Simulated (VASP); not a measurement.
Runs of VASP 6.6.1 on Si. The structure is that of space group Fd-3m (No. 227), or close to it. The cells are those of the table. 

```csv
task,cell,gap on the mesh (eV),pressure (GPa)
single point,"a = 3.808 Å, angles 60.0°, 2 atoms",0.53,4.5
electric field gradients,"a = 3.775 Å, angles 60.0°, 2 atoms",0.48,7.5
electric field gradients,"a = 3.840 Å, angles 60.0°, 2 atoms",0.57,1.9
single point,"a = 3.872 Å, angles 60.0°, 2 atoms",0.62,-0.3
single point,"a = 3.903 Å, angles 60.0°, 2 atoms",0.66,-2.3
electric field gradients,"a = 3.872 Å, angles 60.0°, 2 atoms",0.62,(a)
electric field gradients,"a = 3.903 Å, angles 60.0°, 2 atoms",0.66,-2.3
single point,"a = 3.775 Å, angles 60.0°, 2 atoms",0.48,7.5
electric field gradients,"a = 3.808 Å, angles 60.0°, 2 atoms",0.53,4.5
single point,"a = 3.840 Å, angles 60.0°, 2 atoms",0.57,1.9
```

Alike in all rows: level PBE; potentials or basis VASP PAW PBE potentials, release 64 (Si); no spin polarisation; k mesh 12 × 12 × 12; cutoff (eV) 520; smearing fermi-dirac 0.08 eV.

Question: Fill in the values left out.

Answer: (a) -0.4.

A k mesh can miss the band edges.
